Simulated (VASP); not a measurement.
Set up this calculation in VASP 6.6.1, as the native input.

```yaml
Task: single point
Functional: PBEsol
Potentials_or_basis: VASP PAW PBE potentials, release 64 (Cd, Se)
Cutoff: 520 eV
k_mesh: 6 × 6 × 6
Occupations: gaussian, width 0.01 eV
Spin: no spin polarisation
Dipole_correction: no
Further_INCAR_settings: ALGO = Normal; EDIFF = 1e-07; NBANDS = 16
```

The structure of CdSe lies in POSCAR:

```
CdSe
1.0
    3.1021407019      3.1021407019      0.0000000000
   -3.1021407019      3.1021407019      0.0000000000
    0.0000000000      3.1021407019      2.9506831525
Cd Se
1 1
Direct
    0.0000000000      0.0000000000      0.0000000000
    0.7500000000      0.2500000000      0.5000000000
```

This cell differs from its parent crystal: in-plane strain +0.02, then relaxed in part.

The input as run:

INCAR

```
ALGO = Normal
EDIFF = 1E-7
ENCUT = 520
GGA = PS
ISIF = 2
ISMEAR = 0
LASPH = True
LCHARG = False
LREAL = False
LWAVE = False
NBANDS = 16
NELM = 80
PREC = Accurate
SIGMA = 0.01
```

KPOINTS

```
k-points
0
Gamma
  6 6 6
```

Potentials or basis: VASP PAW PBE potentials, release 64 (Cd, Se).

The run is started by

```console
$ cat potpaw_PBE.64/Cd/POTCAR potpaw_PBE.64/Se/POTCAR > POTCAR
$ mpirun -np 1 vasp_std > vasp.out
```

Results of the run:

| Item | Value |
| --- | --- |
| Pressure | -0.2 GPa |
| Band gap on the k mesh | 0.36 eV, direct |

Caveat: the cell differs from its parent crystal (in-plane strain +0.02, then relaxed in part); the PAW data sets were made with another functional, which shifts forces and pressure a little.

It took 34 s on 1 thread of Intel(R) Xeon(R) Platinum 8259CL CPU @ 2.50GHz (Skylake/Cascade Lake), on a shared host, peak memory 0.2 GiB.
